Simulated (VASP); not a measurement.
BiAs (CsCl type):

```
As Bi
1.0
     3.24215    0.00000    0.00000
     0.00000    3.24215    0.00000
     0.00000    0.00000    3.24215
As Bi
1 1
Direct
  0.00000 0.00000 0.00000
  0.50000 0.50000 0.50000
```

```yaml
Program: VASP 6.6.1
Task: relaxation of cell and atoms
Functional: PBE
Potentials_or_basis: VASP PAW PBE potentials, release 64 (As, Bi_d)
Cutoff: 600 eV
k_mesh: 13 × 13 × 13
Occupations: fermi-dirac, width 0.05 eV
Spin: no spin polarisation
```

At the start: pressure 60.8 GPa; volume 17.04 Å³/atom.

Q: How do energy, volume and symmetry change on relaxing?

A: Over 23 steps the energy falls by 1078.9 meV/atom and the volume is 25.23 Å³/atom (+48.1 %); space group Pm-3m (No. 221, to 0.05 Å).

Step by step:
```csv
step,energy change (eV),largest force (eV/Å),pressure (GPa),volume (Å³)
1,0.0000,0.0000,60.83,34.08
2,-0.8308,0.0000,-10.83,76.99
3,-2.1550,0.0000,-1.09,51.29
4,-2.1574,0.0000,-0.43,50.78
5,-2.1579,0.0000,0.06,50.40
6,-2.1579,0.0000,0.06,50.40
7,-2.1579,0.0000,0.06,50.41
8,-2.1579,0.0000,0.06,50.41
9,-2.1579,0.0000,0.06,50.41
10,-2.1579,0.0000,0.06,50.41
11,-2.1579,0.0000,0.06,50.41
12,-2.1579,0.0000,0.06,50.41
13,-2.1579,0.0000,0.06,50.41
14,-2.1579,0.0000,0.06,50.41
15,-2.1579,0.0000,0.06,50.41
16,-2.1579,0.0000,0.06,50.41
17,-2.1579,0.0000,0.06,50.41
18,-2.1579,0.0000,0.06,50.41
19,-2.1579,0.0000,0.07,50.41
20,-2.1579,0.0000,0.08,50.41
21,-2.1579,0.0000,0.05,50.42
22,-2.1579,0.0000,0.04,50.43
23,-2.1579,0.0000,0.02,50.46
```

Final structure:
```yaml
crystal:
  lattice:
    - [3.69528, 0.00000, 0.00000]
    - [0.00000, 3.69528, 0.00000]
    - [0.00000, 0.00000, 3.69528]
  atoms:
    - { symbol: As, position: [0.00000, 0.00000, 0.00000] }
    - { symbol: Bi, position: [0.50000, 0.50000, 0.50000] }
```

Caveat: the volume moved by over 15 % at a fixed basis, so the end points are rough.
